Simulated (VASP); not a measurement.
Here is a VASP 6.6.1 calculation.

The input INCAR:

```
SYSTEM = W
PREC = Accurate
ENCUT = 600
EDIFF = 1E-6
ISMEAR = -1
SIGMA = 0.05
LREAL = .FALSE.
LASPH = .TRUE.
NELM = 60
ALGO = Normal
ISIF = 3
LWAVE = .FALSE.
LCHARG = .FALSE.
GGA = PE
IBRION = 2
NSW = 50
EDIFFG = -0.02
```

Contents of KPOINTS:

```
Automatic mesh
0
G
  14 14 14
  0 0 0
```

Contents of POSCAR:

```
W
1.0
    0.0000000000      2.9146083304      2.9146083304
    2.9146083304      0.0000000000      2.9146083304
    2.9146083304      2.9146083304      0.0000000000
W
2
Direct
    1.0000000000      1.0000000000      1.0000000000
    0.2500000000      0.2500000000      0.2500000000
```

Potentials or basis: VASP PAW PBE potentials, release 64 (W_sv).

Run with:

```console
$ cat potpaw_PBE.64/W_sv/POTCAR > POTCAR
$ mpirun -np 1 vasp_std > vasp.out
```

Question: What does it give for the relaxed cell?

Answer: a = 4.128 Å, b = 4.128 Å, c = 4.128 Å, α = 60.00°, β = 60.00°, γ = 60.00°.

Question: Estimate the space group after relaxing (to 0.05 Å).

Answer: Fd-3m (No. 227).

Question: What does it give for the relaxed volume?

Answer: 24.87 Å³/atom.

Question: Estimate the band gap on the k mesh.

Answer: Zero (band 14 reaches 5.74 eV, above the bottom of band 15 at 4.73 eV).

Final structure:
```
W
1.0
     0.00000    2.91906    2.91906
     2.91906    0.00000    2.91906
     2.91906    2.91906    0.00000
W
2
Cartesian
  0.0000 0.0000 0.0000
  1.4595 1.4595 1.4595
```

Caveat: spin-orbit coupling is left out, which moves the levels of the heavy elements.
